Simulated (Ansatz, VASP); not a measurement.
## Si2Sn: VASP beside Ansatz

The input INCAR:

```
PREC = Accurate
ENCUT = 500
EDIFF = 1E-7
ISMEAR = 0
SIGMA = 0.1
LREAL = F
LASPH = T
NELM = 120
ALGO = Normal
ISIF = 3
LWAVE = F
LCHARG = F
GGA = PE
IBRION = 2
NSW = 90
EDIFFG = -0.04
GGA_COMPAT = F
NELMIN = 4
```

File KPOINTS:

```
Automatic mesh
0
Gamma
  6 6 6
```

POSCAR

```
Si2Sn
1.0
    0.0000000000      3.0061132044      3.0061132044
    3.0061132044      0.0000000000      3.0061132044
    3.0061132044      3.0061132044      0.0000000000
Si Sn
2 1
Direct
    0.2500000000      0.2500000000      0.2500000000
    0.7500000000      0.7500000000      0.7500000000
    0.0000000000      0.0000000000      0.0000000000
```

Input for Ansatz:

```yaml
crystal:
  lattice:
    - [0.0, 3.0061132044, 3.0061132044]
    - [3.0061132044, 0.0, 3.0061132044]
    - [3.0061132044, 3.0061132044, 0.0]
  atoms:
    - { symbol: Si, position: [0.25, 0.25, 0.25] }
    - { symbol: Si, position: [0.75, 0.75, 0.75] }
    - { symbol: Sn, position: [0.0, 0.0, 0.0] }
basis:
  ecutwfc: 420
kpoints:
  mp_grid: { grid: [6, 6, 6] }
hamiltonian:
  xc: pbe
scf:
  occupations: { method: gaussian, width: 0.1 }
  lower_state_search: "off"
output:
  forces: true
  stress: true
  eigenvalues: true
relax:
  adjacent_minimum: "off"
  f_tol: 0.04
  max_steps: 70
  cell: { stress_tol: 0.4 }
```

Alike in both runs: task relaxation of cell and atoms; functional PBE; k mesh 6 × 6 × 6; occupations gaussian, width 0.1 eV; no spin polarisation.

|  | VASP | Ansatz |
| --- | --- | --- |
| version | VASP 6.6.1 | Ansatz 0.2.0 |
| potentials or method | VASP PAW PBE potentials, release 64 (Si, Sn_d), cutoff 500 eV | scalar-relativistic, plane waves, PAW |
| valence electrons in the cell | 22 | 22 |

|  | VASP | Ansatz | Ansatz less VASP |
| --- | --- | --- | --- |
| gap on the k mesh at the Fermi level, each at its own relaxed structure (eV) | none | none | - |
| relaxed volume (Å³/atom) | 23.76 | 23.73 | -0.025 |
| relaxed cell length with the largest relative difference (Å) | 4.654 | 4.652 | -0.0016 |

A gap of «none» marks a metal or a gap that the smearing closes.

Noted on VASP's run: the volume moved by over 15 % at a fixed basis, so the end points are rough.
